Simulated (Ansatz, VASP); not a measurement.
# Ag: VASP beside Ansatz

```xyz
1
Lattice="0.0000 2.0010 2.0010 2.0010 0.0000 2.0010 2.0010 2.0010 0.0000" Properties=species:S:1:pos:R:3 pbc="T T T"
Ag    0.0000    0.0000    0.0000
```

Alike in both runs: task single point; functional PBE-based screened hybrid; k mesh 6 × 6 × 6; occupations fermi-dirac, width 0.05 eV; no spin polarisation.

|  | VASP | Ansatz |
| --- | --- | --- |
| version | VASP 6.6.1 | Ansatz 0.2.0 |
| potentials or method | VASP PAW PBE potentials, release 64 (Ag) | Ansatz PAW |
| plane-wave cutoff (eV) | 520 | 420 |
| valence electrons in the cell | 11 | 19 |

```tsv
	VASP	Ansatz	Ansatz less VASP
gap on the k mesh at the Fermi level (eV)	none	none	-
pressure (GPa)	13.1	13.2	+0.01
```

VASP's potentials were made for PBE, not for PBE-based screened hybrid. A gap of «none» marks a metal or a gap that the smearing closes. VASP's potentials hold 11 valence electrons a cell and Ansatz's 19, so a difference there can come from the potentials and not from the codes.

The k mesh is coarse, so the values compare programs but aren't converged.
